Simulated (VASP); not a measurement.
# HfB (I4mm) in VASP: notebook

The runs below take HfB through single point, with PBE.

Everything below comes from runs of VASP 6.6.1. Logs are shortened: lines on timing, memory, paths and dates and some standing lists are left out, and cuts for length are marked.

### 1 The cell of the first run

The structure is tetragonal, space group I4mm (No. 107). Conventional cell: a = 3.267 Å, b = 3.267 Å, c = 4.620 Å, α = 90.00°, β = 90.00°, γ = 90.00°. Within 2.9 Å of Hf (site symmetry 4mm) lie 6 B at 2.17 to 2.45 Å. B (site symmetry 4mm) has 6 Hf at 2.17 to 2.45 Å within 2.9 Å.

### 2 Single point, PBE (shortest bond scaled by 0.94)

INCAR

```
SYSTEM = HfB
PREC = Accurate ; ENCUT = 500
EDIFF = 1E-6 ; ISMEAR = -1
SIGMA = 0.05 ; LREAL = .False.
LASPH = .True. ; NELM = 120
ALGO = Normal ; ISIF = 2
LWAVE = .False. ; LCHARG = .False.
GGA = PE ; NBANDS = 14
GGA_COMPAT = .False.
```

KPOINTS

```
regular mesh
0
Gamma
  11 11 11
  0 0 0
```

POSCAR

```
HfB
1.0
    0.0000000000      2.3100000000      2.3100000000
    2.3100000000      0.0000000000      2.3100000000
    2.3100000000      2.3100000000      0.0000000000
Hf B
1 1
Direct
    0.4850000000      0.4850000000      0.5150000000
    0.0150000000      0.0150000000     -0.0150000000
```

Potentials or basis: VASP PAW PBE potentials, release 64 (Hf_pv, B).

Command:

```bash
$ cat potpaw_PBE.64/Hf_pv/POTCAR potpaw_PBE.64/B/POTCAR > POTCAR
$ mpirun -np 1 vasp_std > vasp.out
```

OUTCAR:

```text
SYSTEM = HfB
   PREC = Accurate
   ENCUT = 500
   EDIFF = 1E-6
   ISMEAR = -1
   LREAL = .False.
   LASPH = .True.
   NELM = 120
   ISIF = 2
   GGA = PE

 ion  position               nearest neighbor table
   1  0.485  0.485  0.515-   2 2.17   2 2.31   2 2.31   2 2.31   2 2.31   2 2.45
   2  0.015  0.015  0.985-   1 2.17   1 2.31   1 2.31   1 2.31   1 2.31   1 2.45

  LATTYP: Found a face centered cubic cell.
 ALAT       =     4.6200000000

  Lattice vectors:

 A1 = (   0.0000000000,   2.3100000000,   2.3100000000)
 A2 = (   2.3100000000,   0.0000000000,   2.3100000000)
 A3 = (   2.3100000000,   2.3100000000,   0.0000000000)

Analysis of symmetry for initial positions (statically):
=====================================================================
 Subroutine PRICEL returns:
 Original cell was already a primitive cell.

 Routine SETGRP: Setting up the symmetry group for a
 face centered cubic supercell.

 Subroutine GETGRP returns: Found  8 space group operations
 (whereof  8 operations were pure point group operations)
 out of a pool of 48 trial point group operations.

The static configuration has the point symmetry C_4v.

Analysis of symmetry for dynamics (positions and initial velocities):
=====================================================================
 Subroutine PRICEL returns:
 Original cell was already a primitive cell.

 Routine SETGRP: Setting up the symmetry group for a
 face centered cubic supercell.

 Subroutine GETGRP returns: Found  8 space group operations
 (whereof  8 operations were pure point group operations)
 out of a pool of 48 trial point group operations.

The dynamic configuration has the point symmetry C_4v.

 Subroutine INISYM returns: Found  8 space group operations
 (whereof  8 operations are pure point group operations),
 and found     1 'primitive' translations

----------------------------------------------------------------------------------------

                                     Primitive cell

  volume of cell :      24.6528

  direct lattice vectors                    reciprocal lattice vectors
     0.000000000  2.310000000  2.310000000    -0.216450216  0.216450216  0.216450216
     2.310000000  0.000000000  2.310000000     0.216450216 -0.216450216  0.216450216
     2.310000000  2.310000000  0.000000000     0.216450216  0.216450216 -0.216450216

  length of vectors
     3.266833329  3.266833329  3.266833329     0.374902772  0.374902772  0.374902772

  position of ions in fractional coordinates (direct lattice)
     0.485000000  0.485000000  0.515000000
     0.015000000  0.015000000  0.985000000

  ion indices of the primitive-cell ions
   primitive index   ion index
                 1           1
                 2           2

----------------------------------------------------------------------------------------

 KPOINTS: regular mesh

Automatic generation of k-mesh.
 Grid dimensions read from file:
 generate k-points for:   11   11   11

 Generating k-lattice:

  Cartesian coordinates                     Fractional coordinates (reciprocal lattice)
    -0.019677292  0.019677292  0.019677292     0.090909091  0.000000000  0.000000000
     0.019677292 -0.019677292  0.019677292     0.000000000  0.090909091  0.000000000
     0.019677292  0.019677292 -0.019677292     0.000000000  0.000000000  0.090909091

  Length of vectors
     0.034082070  0.034082070  0.034082070

  Shift w.r.t. Gamma in fractional coordinates (k-lattice)
     0.000000000  0.000000000  0.000000000

 Subroutine IBZKPT returns following result:
 ===========================================

 Found    126 irreducible k-points:

 Following reciprocal coordinates:
            Coordinates               Weight
  0.000000  0.000000  0.000000      1.000000
  0.090909  0.000000  0.000000      8.000000
  0.181818  0.000000  0.000000      8.000000
  0.272727  0.000000  0.000000      8.000000
  0.363636  0.000000  0.000000      8.000000
  0.454545  0.000000  0.000000      8.000000
[... 16 lines left out ...]
 -0.181818  0.090909  0.000000      8.000000
  0.000000 -0.181818  0.090909     16.000000
 [... further k-points ...]
   k-points           NKPTS =    126   k-points in BZ     NKDIM =    126   number of bands    NBANDS=     14
   number of dos      NEDOS =    301   number of ions     NIONS =      2
   total plane-waves  NPLWV =  13824
   dimension x,y,z NGX =    24 NGY =   24 NGZ =   24
   dimension x,y,z NGXF=    48 NGYF=   48 NGZF=   48
   ions per type =               1   1
   NGX,Y,Z   is equivalent  to a cutoff of  12.21, 12.21, 12.21 a.u.
   NGXF,Y,Z  is equivalent  to a cutoff of  24.43, 24.43, 24.43 a.u.
 SYSTEM =  HfB
   PREC   = accura    normal or accurate (medium, high low for compatibility)
   ISTART =      0    job   : 0-new  1-cont  2-samecut
   ICHARG =      2    charge: 1-file 2-atom 10-const
   ISPIN  =      1    spin polarized calculation?
   LNONCOLLINEAR =      F non collinear calculations
   LSORBIT =      F    spin-orbit coupling
   LASPH  =      T    aspherical Exc in radial PAW
   ENCUT  =  500.0 eV  36.75 Ry    6.06 a.u.   5.96  5.96  5.96*2*pi/ulx,y,z
   NELM   =    120;   NELMIN=  2; NELMDL= -5     # of ELM steps
   EDIFF  = 0.1E-05   stopping-criterion for ELM
   LREAL  =      F    real-space projection
   EDIFFG = 0.1E-04   stopping-criterion for IOM
   NSW    =      0    number of steps for IOM
   IBRION =     -1    ionic relax: 0-MD 1-quasi-New 2-CG
   NFREE  =      0    steps in history (QN), initial steepest desc. (CG)
   ISIF   =      2    stress and relaxation
   ISYM   =      2    0-nonsym 1-usesym 2-fastsym
   POTIM  = 0.5000    time-step for ionic-motion
   TEBEG  =    0.0;   TEEND  =   0.0 temperature during run
   PSTRESS=    0.0 pullay stress
   NELECT =      13.0000    total number of electrons
   NUPDOWN=      -1.0000    fix difference up-down
   EMIN   =  10.00;   EMAX   =-10.00  energy-range for DOS
[... 5 lines left out ...]
     AMIX     =   0.40;   BMIX     =  1.00
     AMIX_MAG =   1.60;   BMIX_MAG =  1.00
  volume/ion in A,a.u.               =      12.33        83.18
  Fermi-wavevector in a.u.,A,eV,Ry     =   1.322617  2.499383 23.800871  1.749315
  Thomas-Fermi vector in A             =   2.452285
   LORBIT       =      0    0 simple, 1 ext, 2 COOP (PROOUT), +10 PAW based schemes
   GGA     = PE    functional components
   LHFCALC =     F    Hartree Fock is set to
   AEXX    =    0.0000 exact exchange contribution
   IVDW    =     0    specifies the selected vdW correction
   LEPSILON=     F    determine dielectric tensor
   LRPA    =     F    only Hartree local field effects (RPA)
 non-spin polarized calculation
  energy-cutoff  :      500.00
  volume of cell :       24.65
 maximum number of plane-waves:       636
   NGX = 11   NGY = 11   NGZ = 11

 number of electron      13.0000000 magnetization

 Free energy of the ion-electron system (eV)
  ---------------------------------------------------
  ext. energy  EPLUGINS =         0.00000000
  ---------------------------------------------------
  free energy    TOTEN  =       -17.03924933 eV

  energy without entropy =      -17.03032348  energy(sigma->0) =      -17.03478640

 E-fermi :   5.1567     XC(G=0): -12.2964

 val. band max:        5.1510541954   @ k =   0.2727   0.1818   0.0000
 cond. band min:       5.2135150420   @ k =  -0.1818   0.0909   0.0000
 fundamental gap:      0.0624608465
 Fermi energy:         5.1566740867

 k-point     1 :       0.0000    0.0000    0.0000
  band No.  band energies     occupation
      1     -23.1961      2.00000
      2     -23.1703      2.00000
      3     -23.1703      2.00000
      4      -4.4340      2.00000
      5       6.9785      0.00000
      6       6.9785      0.00000
      7       7.3428      0.00000
      8       8.1013      0.00000
      9       9.3660      0.00000
     10       9.4855      0.00000
     11       9.4855      0.00000
     12      10.4688      0.00000
     13      16.7584      0.00000
     14      18.0636      0.00000

 k-point     2 :       0.0909    0.0000    0.0000
  band No.  band energies     occupation
      1     -23.2442      2.00000
      2     -23.1907      2.00000
      3     -23.1766      2.00000
      4      -4.1949      2.00000
      5       6.2479      0.00000
      6       6.7564      0.00000
      7       7.1221      0.00000
      8       7.8977      0.00000
      9       8.2824      0.00000
     10       9.5263      0.00000
     11      11.2704      0.00000
     12      11.6782      0.00000
     13      17.3703      0.00000
     14      18.3314      0.00000

 k-point     3 :       0.1818    0.0000    0.0000
  band No.  band energies     occupation
      1     -23.4049      2.00000
      2     -23.2098      2.00000
      3     -23.1936      2.00000
      4      -3.5185      2.00000
      5       4.9883      1.93333
      6       5.8159      0.00000
      7       5.9939      0.00000
      8       8.3935      0.00000
      9       8.5022      0.00000
     10       9.9283      0.00000
     11      13.3854      0.00000
     12      13.6513      0.00000
     13      18.7170      0.00000
     14      19.0627      0.00000
[... 324 lines left out ...]
 k-point    23 :      -0.1818    0.0909    0.0000
  band No.  band energies     occupation
      1     -23.4770      2.00000
      2     -23.2745      2.00000
      3     -23.1897      2.00000
      4      -3.0314      2.00000
      5       4.3516      2.00000
      6       5.2135      0.48581
      7       5.5548      0.00070
      8       8.2805      0.00000
      9       9.3717      0.00000
     10      10.4336      0.00000
     11      13.5064      0.00000
     12      15.3877      0.00000
     13      18.9013      0.00000
     14      19.9663      0.00000

 k-point    24 :       0.0000   -0.1818    0.0909
  band No.  band energies     occupation
      1     -23.4867      2.00000
      2     -23.2531      2.00000
      3     -23.2016      2.00000
      4      -3.0282      2.00000
      5       4.4727      2.00000
      6       5.2321      0.36209
      7       5.2876      0.13590
      8       8.2310      0.00000
      9       9.6154      0.00000
     10      10.6751      0.00000
     11      13.0448      0.00000
     12      15.5342      0.00000
     13      18.9001      0.00000
     14      19.9376      0.00000

 [... further k-points ...]
[... 5 lines left out ...]
  --------------------------------------------------------------------------------------
  -------------------------------------------------------------------------------------
  Total        4.5849100      4.5849100      5.6181989      0.0000000      0.0000000      0.0000000
  in kB      297.9720047    297.9720047    365.1251581      0.0000000      0.0000000      0.0000000
  external PRESSURE =     320.3563892 kB  Pullay stress =       0.0000000 kB

 VOLUME and BASIS-vectors are now :
 -----------------------------------------------------------------------------
  energy-cutoff  :      500.00
  volume of cell :       24.65
      direct lattice vectors                 reciprocal lattice vectors
     0.000000000  2.310000000  2.310000000    -0.216450216  0.216450216  0.216450216
     2.310000000  0.000000000  2.310000000     0.216450216 -0.216450216  0.216450216
     2.310000000  2.310000000  0.000000000     0.216450216  0.216450216 -0.216450216

 POSITION                                       TOTAL-FORCE (eV/Angst)
 -----------------------------------------------------------------------------------
      2.31000      2.31000      2.24070         0.000000      0.000000      1.675447
      2.31000      2.31000      0.06930         0.000000      0.000000     -1.675447
 -----------------------------------------------------------------------------------
    total drift:                               -0.000000     -0.000000      0.000099

  FREE ENERGIE OF THE ION-ELECTRON SYSTEM (eV)
  ---------------------------------------------------
  free  energy   TOTEN  =       -17.0392493327 eV

  energy  without entropy=      -17.0303234754  energy(sigma->0) =      -17.03478640
```

Run time: 14 s. Hardware: 1 thread of AMD EPYC 9R45 (Zen 5), shared host; peak memory 0.13 GiB.

Results:

```yaml
Free_energy: -17.0392 eV
Pressure: 32.0 GPa
Largest_force: 1.675 eV/Å
```

Forces in eV/Å, atoms in the order of the input:
```
Hf   0.000  0.000  1.675
B    0.000  0.000 -1.675
```

Caveat: the cell differs from its parent crystal (shortest bond scaled by 0.94); spin-orbit coupling is left out, which moves the levels of the heavy elements; forces of over 1 eV/Å act on the atoms, so gaps and moduli don't describe the material at rest.

(Part 1 of 2 ends here.)
